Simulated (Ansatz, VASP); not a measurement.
## Cl: VASP beside Ansatz

INCAR

```
PREC     = Accurate       # precision mode
ENCUT    = 520            # plane-wave cutoff, eV
EDIFF    = 1E-6           # SCF threshold, eV
ISMEAR   = -1             # smearing method
SIGMA    = 0.08           # smearing width, eV
LREAL    = F              # projectors in reciprocal space
LASPH    = T              # aspherical terms in the spheres
NELM     = 60             # most SCF steps
ALGO     = Normal         # electronic algorithm
ISIF     = 2              # what is computed and relaxed
LWAVE    = F              # write WAVECAR
LCHARG   = T              # write CHGCAR
GGA      = PE             # functional
LELF     = T              # ELF
LVHAR    = T            
NBANDS   = 14             # bands
```

The input KPOINTS:

```
regular mesh
0
Gamma
  14 14 14
```

POSCAR

```
Cl
1.0
    0.0000000000      3.2364663573      3.2364663573
    3.2364663573      0.0000000000      3.2364663573
    3.2364663573      3.2364663573      0.0000000000
Cl
2
Direct
    0.0000000000      0.0000000000      0.0000000000
    0.2808978957      0.2808978957      0.2191021043
```

Input for Ansatz:

```yaml
crystal:
  lattice:
    - [0.0, 3.2364663573, 3.2364663573]
    - [3.2364663573, 0.0, 3.2364663573]
    - [3.2364663573, 3.2364663573, 0.0]
  atoms:
    - { symbol: Cl, position: [0.0, 0.0, 0.0] }
    - { symbol: Cl, position: [0.2808978957, 0.2808978957, 0.2191021043] }
kpoints:
  mp_grid: { grid: [14, 14, 14] }
scf:
  occupations: { method: fermi_dirac, width: 0.08 }
hamiltonian:
  xc: pbe
  pseudopotentials: { kind: all_electron, lapw: { basis_error: 0.001 } }
output:
  forces: true
  stress: true
  eigenvalues: true
```

Alike in both runs: task single point; functional PBE; k mesh 14 × 14 × 14; occupations fermi-dirac, width 0.08 eV; no spin polarisation.

```csv
,VASP,Ansatz
version,VASP 6.6.1,Ansatz 0.2.0
potentials or method,"VASP PAW PBE potentials, release 64 (Cl), cutoff 520 eV","all-electron LAPW, scalar-relativistic"
```

|  | VASP | Ansatz | Ansatz less VASP |
| --- | --- | --- | --- |
| pressure (GPa) | -0.3 | -0.2 | +0.07 |
| traceless stress, the component that is largest in VASP (GPa) | 1.93 | 1.91 | -0.027 |
| rms of the force components (eV/Å) | 0.637 | 0.630 | -0.0064 |

Atom by atom the forces differ by 0.006 eV/Å (rms over components). Ansatz ran all-electron here, and VASP with PAW potentials.
